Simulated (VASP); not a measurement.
# YAl5N6 in VASP: notebook, part 2 of 2

VASP 6.6.1.

## Step 3: Single point, PBE

Contents of INCAR:

```
ALGO = Normal
EDIFF = 1E-7
ENCUT = 520
GGA = PE
ISIF = 2
ISMEAR = 0
LASPH = T
LCHARG = F
LREAL = F
LWAVE = F
NBANDS = 40
NELM = 60
PREC = Accurate
SIGMA = 0.1
```

Contents of KPOINTS:

```
k-points
0
Gamma
  4 3 3
```

Contents of POSCAR:

```
YAl5N6
1.0
    0.0000575179      0.0000595439      5.0997968784
    5.6348727869     -0.0000887820      0.0000720411
   -2.8175128505      4.8795228761      0.0000293418
Y Al N
1 5 6
Direct
    0.9751905771      0.0000051392     -0.0000000225
    0.9965771339      0.6666656800      0.3333330939
    0.9965772627      0.3333356830      0.6666691323
    0.5019995270      0.9999973008      0.3496311928
    0.5020023819      0.6503675351      0.6503693536
    0.5019991453      0.3496350051      0.9999989419
    0.3737350104      0.6666781605      0.3333371934
    0.3737357754      0.3333455134      0.6666671221
    0.4424952984      0.0000142489      0.0000042111
    0.8718952773      0.9999875623      0.3852448520
    0.8718982699      0.6147384921      0.6147474184
    0.8718943406      0.3852296795      0.9999975113
```

Potentials or basis: VASP PAW PBE potentials, release 64 (Y_sv, Al, N).

Launch:

```
$ cat potpaw_PBE.64/Y_sv/POTCAR potpaw_PBE.64/Al/POTCAR potpaw_PBE.64/N/POTCAR > POTCAR
$ mpirun -np 1 vasp_std > vasp.out
```

OUTCAR:

```text
EDIFF = 1E-7
   ENCUT = 520
   GGA = PE
   ISIF = 2
   ISMEAR = 0
   LASPH = T
   LREAL = F
   NELM = 60
   PREC = Accurate

 ion  position               nearest neighbor table
   1  0.975  0.000  1.000-  12 2.23  11 2.23  10 2.23   9 2.38   9 2.72   4 3.12   5 3.12   6 3.12
                             2 3.25   3 3.25   2 3.25   3 3.26   3 3.26   2 3.26   5 3.33   4 3.33
   2  0.997  0.667  0.333-  12 1.86  10 1.86  11 1.86   7 1.92   5 3.12   6 3.12   4 3.12   6 3.16
                             5 3.16   4 3.16   3 3.25   3 3.25   3 3.25   1 3.25   1 3.25   1 3.26
   3  0.997  0.333  0.667-  12 1.86  11 1.86  10 1.86   8 1.92   6 3.12   5 3.12   4 3.12   4 3.16
                             6 3.16   5 3.16   2 3.25   2 3.25   2 3.25   1 3.25   1 3.26   1 3.26
   4  0.502  1.000  0.350-  10 1.90   8 1.95   7 1.95   9 1.99   1 3.12   2 3.12   3 3.12   3 3.16
                             2 3.16   6 3.18   6 3.18   5 3.18   5 3.18   1 3.33
   5  0.502  0.650  0.650-  11 1.90   7 1.95   8 1.95   9 1.99   1 3.12   2 3.12   3 3.12   2 3.16
                             3 3.16   6 3.18   4 3.18   6 3.18   4 3.18   1 3.33
   6  0.502  0.350  1.000-  12 1.90   7 1.95   8 1.95   9 1.99   1 3.12   3 3.12   2 3.12   2 3.16
                             3 3.16   4 3.18   5 3.18   4 3.18   5 3.18   1 3.33
   7  0.374  0.667  0.333-   2 1.92   6 1.95   5 1.95   4 1.95
   8  0.374  0.333  0.667-   3 1.92   4 1.95   6 1.95   5 1.95
   9  0.442  0.000  0.000-   5 1.99   4 1.99   6 1.99   1 2.38   1 2.72
  10  0.872  1.000  0.385-   2 1.86   3 1.86   4 1.90   1 2.23
  11  0.872  0.615  0.615-   3 1.86   2 1.86   5 1.90   1 2.23
  12  0.872  0.385  1.000-   3 1.86   2 1.86   6 1.90   1 2.23

  LATTYP: Found a simple monoclinic cell.
 ALAT       =     5.6345472011
 B/A-ratio  =     0.9050943575
 C/A-ratio  =     1.7321332435
 COS(beta)  =    -0.8660332607

  Lattice vectors:

 A1 = (  -2.8175128505,   4.8795228761,   0.0000293418)
 A2 = (   0.0000575179,   0.0000595439,   5.0997968784)
 A3 = (   8.4523856374,  -4.8796116581,   0.0000426993)

Analysis of symmetry for initial positions (statically):
=====================================================================
 Subroutine PRICEL returns:
 Original cell was already a primitive cell.

 Routine SETGRP: Setting up the symmetry group for a
[... 171 lines left out ...]
   NGX = 19   NGY = 21   NGZ = 21

 number of electron      56.0000005 magnetization

 Free energy of the ion-electron system (eV)
  ---------------------------------------------------
  ext. energy  EPLUGINS =         0.00000000
  ---------------------------------------------------
  free energy    TOTEN  =       -91.66241093 eV

  energy without entropy =      -91.66241093  energy(sigma->0) =      -91.66241093

 E-fermi :   5.8050     XC(G=0): -10.7161

 val. band max:        5.2011426775   @ k =   0.0000  -0.3333   0.3333
 cond. band min:       8.5951993141   @ k =   0.0000   0.0000   0.0000
 fundamental gap:      3.3940566366
 Fermi energy:         5.8050297173

 k-point     1 :       0.0000    0.0000    0.0000
  band No.  band energies     occupation
      1     -34.9631      2.00000
      2     -15.2505      2.00000
      3     -15.2505      2.00000
      4     -15.1510      2.00000
      5      -9.3844      2.00000
      6      -7.5216      2.00000
[... 806 lines left out ...]
     39      13.9001      0.00000
     40      14.2669      0.00000

------------------------ aborting loop because EDIFF is reached ----------------------------------------

  FORCE on cell =-STRESS in cart. coord.  units (eV):
  Direction    XX          YY          ZZ          XY          YZ          ZX
  --------------------------------------------------------------------------------------
  -------------------------------------------------------------------------------------
  Total       -0.2318829     -0.2180916     -0.2175363      0.0025401     -0.0022090     -0.0017254
  in kB       -2.6495303     -2.4919483     -2.4856036      0.0290237     -0.0252403     -0.0197151
  external PRESSURE =      -2.5423607 kB  Pullay stress =       0.0000000 kB

 VOLUME and BASIS-vectors are now :
 -----------------------------------------------------------------------------
  energy-cutoff  :      520.00
  volume of cell :      140.22
      direct lattice vectors                 reciprocal lattice vectors
     0.000057518  0.000059544  5.099796878    -0.000002507 -0.000002627  0.196086241
     5.634872787 -0.000088782  0.000072041     0.177467910  0.102472748 -0.000003198
    -2.817512850  4.879522876  0.000029342     0.000003229  0.204939934 -0.000002393

 POSITION                                       TOTAL-FORCE (eV/Angst)
 -----------------------------------------------------------------------------------
     -2.81743      4.87958      4.97330         0.000130      0.000227     -0.004656
      2.81746      1.62651      5.08240         0.000001     -0.000207      0.001205
      0.00001      3.25306      5.08239        -0.000373     -0.000276      0.001185
      4.64980      1.70597      2.56018         0.000724     -0.001130      0.002834
      1.83234      3.17346      2.56018         0.000743      0.000906      0.002676
     -0.84733      4.87952      2.56015        -0.001534     -0.000078      0.002917
      2.81749      1.62649      1.90603        -0.000023      0.000268     -0.004382
      0.00004      3.25301      1.90602        -0.000054      0.000171     -0.004449
      0.00009      0.00005      2.25664        -0.000271     -0.000081     -0.004797
      4.54942      1.87977      4.44657        -0.000516      0.001254      0.002583
      1.73196      2.99967      4.44657        -0.000657     -0.001099      0.002434
     -0.64674      4.87953      4.44654         0.001830      0.000045      0.002449
 -----------------------------------------------------------------------------------
    total drift:                               -0.000015     -0.000005      0.002583

  FREE ENERGIE OF THE ION-ELECTRON SYSTEM (eV)
  ---------------------------------------------------
  free  energy   TOTEN  =       -91.6624109317 eV

  energy  without entropy=      -91.6624109317  energy(sigma->0) =      -91.66241093
```

OSZICAR:

```text
N       E                     dE             d eps       ncg     rms          rms(c)
DAV:   1     0.250751727898E+03    0.25075E+03   -0.27114E+04  1520   0.130E+03
DAV:   2    -0.862241474128E+02   -0.33698E+03   -0.32542E+03  1944   0.276E+02
DAV:   3    -0.107535389080E+03   -0.21311E+02   -0.21198E+02  2136   0.687E+01
DAV:   4    -0.107969256356E+03   -0.43387E+00   -0.43323E+00  2320   0.871E+00
DAV:   5    -0.107973081766E+03   -0.38254E-02   -0.38252E-02  2040   0.849E-01    0.386E+01
DAV:   6    -0.914057555332E+02    0.16567E+02   -0.64613E+01  1848   0.365E+01    0.292E+01
DAV:   7    -0.917062818498E+02   -0.30053E+00   -0.55212E+00  2120   0.933E+00    0.209E+01
DAV:   8    -0.917645597971E+02   -0.58278E-01   -0.14284E+00  1800   0.568E+00    0.347E+00
DAV:   9    -0.916580711347E+02    0.10649E+00   -0.48286E-01  1824   0.320E+00    0.637E-01
DAV:  10    -0.916633054955E+02   -0.52344E-02   -0.66254E-02  1920   0.120E+00    0.503E-01
DAV:  11    -0.916620798941E+02    0.12256E-02   -0.55080E-03  1920   0.428E-01    0.210E-01
DAV:  12    -0.916624375302E+02   -0.35764E-03   -0.25101E-03  2112   0.261E-01    0.855E-02
DAV:  13    -0.916623993442E+02    0.38186E-04   -0.28575E-04  1912   0.941E-02    0.524E-02
DAV:  14    -0.916624096242E+02   -0.10280E-04   -0.54135E-05  2008   0.404E-02    0.146E-02
DAV:  15    -0.916624111611E+02   -0.15368E-05   -0.59339E-06  1920   0.115E-02    0.648E-03
DAV:  16    -0.916624109936E+02    0.16747E-06   -0.14249E-06  2032   0.715E-03    0.213E-03
DAV:  17    -0.916624109317E+02    0.61924E-07   -0.41372E-07  1816   0.344E-03
   1 F= -.91662411E+02 E0= -.91662411E+02  d E =-.146659E-17
```

Wall time 98 s (1 thread of Intel Xeon 6975P-C (Granite Rapids), shared host); peak memory 0.3 GiB.

What came out:

- Free energy: -91.6624 eV
- Pressure: -0.3 GPa
- Largest force: 0.005 eV/Å
- Band gap on the k mesh: 3.39 eV, indirect (least direct gap 3.47 eV)

Forces on the atoms (eV/Å):
```
Y    0.000  0.000 -0.005
Al   0.000  0.000  0.001
Al   0.000  0.000  0.001
Al   0.001 -0.001  0.003
Al   0.001  0.001  0.003
Al  -0.002  0.000  0.003
N    0.000  0.000 -0.004
N    0.000  0.000 -0.004
N    0.000  0.000 -0.005
N   -0.001  0.001  0.003
N   -0.001 -0.001  0.002
N    0.002  0.000  0.002
```

Caveat: the k points lie up to 0.43 Å⁻¹ apart.
